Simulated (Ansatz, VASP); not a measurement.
HfTe4: VASP beside Ansatz

```xyz
5
Lattice="5.6045 0.0000 0.0000 0.0000 5.6045 0.0000 0.0000 0.0000 5.6045" Properties=species:S:1:pos:R:3 pbc="T T T"
Hf    2.8023    2.8023    2.8023
Te    4.3756    4.3756    4.3756
Te    1.2289    1.2289    4.3756
Te    1.2289    4.3756    1.2289
Te    4.3756    1.2289    1.2289
```

Alike in both runs: functional PBE; k mesh 8 × 8 × 8; occupations gaussian, width 0.1 eV; no spin polarisation.

Ansatz relaxed the structure, and its values are those at the end. VASP's run is a single point on that final structure, the one shown.

```csv
,VASP,Ansatz
version,VASP 6.6.1,Ansatz 0.2.0
potentials or method,"VASP PAW PBE potentials, release 64 (Hf_pv, Te), cutoff 500 eV","scalar-relativistic, plane waves, PAW"
valence electrons in the cell,34,90
```

Ansatz gave:

* gap on the k mesh at the Fermi level (eV): none
* pressure (GPa): 0.0
* rms of the force components (eV/Å): 0.004

Q: Which values does VASP return?

A: gap on the k mesh at the Fermi level (eV): none; pressure (GPa): -0.1; rms of the force components (eV/Å): 0.011.

A gap of «none» marks a metal or a gap that the smearing closes. VASP's potentials hold 34 valence electrons a cell and Ansatz's 90, so a difference there can come from the potentials and not from the codes.

Spin-orbit coupling is off throughout.
